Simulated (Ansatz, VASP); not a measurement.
**Two plane-wave programs on Ta2Ti**

File INCAR:

```
PREC = Accurate
ENCUT = 600
EDIFF = 1E-6
ISMEAR = 0
SIGMA = 0.1
LREAL = False
LASPH = True
NELM = 100
ALGO = Fast
ISIF = 3
LWAVE = False
LCHARG = False
GGA = PE
IBRION = 2
NSW = 100
EDIFFG = -0.01
```

The input KPOINTS:

```
Automatic mesh
0
Gamma
  12 12 16
```

The input POSCAR:

```
Ta2Ti
1.0
    4.9204724659      0.0000000000      0.0000000000
   -2.4602362329      4.2612541541      0.0000000000
    0.0000000000      0.0000000000      2.7387694232
Ti Ta
1 2
Direct
    0.0000000000      0.0000000000      0.0000000000
    0.3333333333      0.6666666667      0.0000000000
    0.6666666667      0.3333333333      0.0000000000
```

Input for Ansatz:

```yaml
crystal:
  lattice:
    - [4.9204724659, 0.0, 0.0]
    - [-2.4602362329, 4.2612541541, 0.0]
    - [0.0, 0.0, 2.7387694232]
  atoms:
    - { symbol: Ti, position: [0.0, 0.0, 0.0] }
    - { symbol: Ta, position: [0.3333333333, 0.6666666667, 0.0] }
    - { symbol: Ta, position: [0.6666666667, 0.3333333333, 0.0] }
basis:
  ecutwfc: 420
kpoints:
  mp_grid: { grid: [12, 12, 16] }
hamiltonian:
  xc: pbe
scf:
  occupations: { method: gaussian, width: 0.1 }
output:
  forces: true
  stress: true
  eigenvalues: true
  write_density: true
  write_potential: true
  elf: true
  volumetric_format: npy
relax:
  adjacent_minimum: "off"
  f_tol: 0.01
  max_steps: 80
  cell: { stress_tol: 0.05 }
```

Alike in both runs: task relaxation of cell and atoms; functional PBE; k mesh 12 × 12 × 16; occupations gaussian, width 0.1 eV; no spin polarisation.

|  | VASP | Ansatz |
| --- | --- | --- |
| version | VASP 6.6.1 | Ansatz 0.2.0 |
| potentials or method | VASP PAW PBE potentials, release 64 (Ti_sv, Ta_pv), cutoff 600 eV | scalar-relativistic, plane waves, PAW |
| valence electrons in the cell | 34 | 38 |

VASP gave:

| Property | Result |
| --- | --- |
| gap on the k mesh at the Fermi level, each at its own relaxed structure (eV) | none |
| relaxed volume (Å³/atom) | 19.06 |
| relaxed cell length with the largest relative difference (Å) | 4.927 |

Question: Estimate Ansatz's values.

Answer: gap on the k mesh at the Fermi level, each at its own relaxed structure (eV): none; relaxed volume (Å³/atom): 19.07; relaxed cell length with the largest relative difference (Å): 4.928.

A gap of «none» marks a metal or a gap that the smearing closes. VASP's potentials hold 34 valence electrons a cell and Ansatz's 38, so a difference there can come from the potentials and not from the codes.

Neither program's run includes spin-orbit coupling.
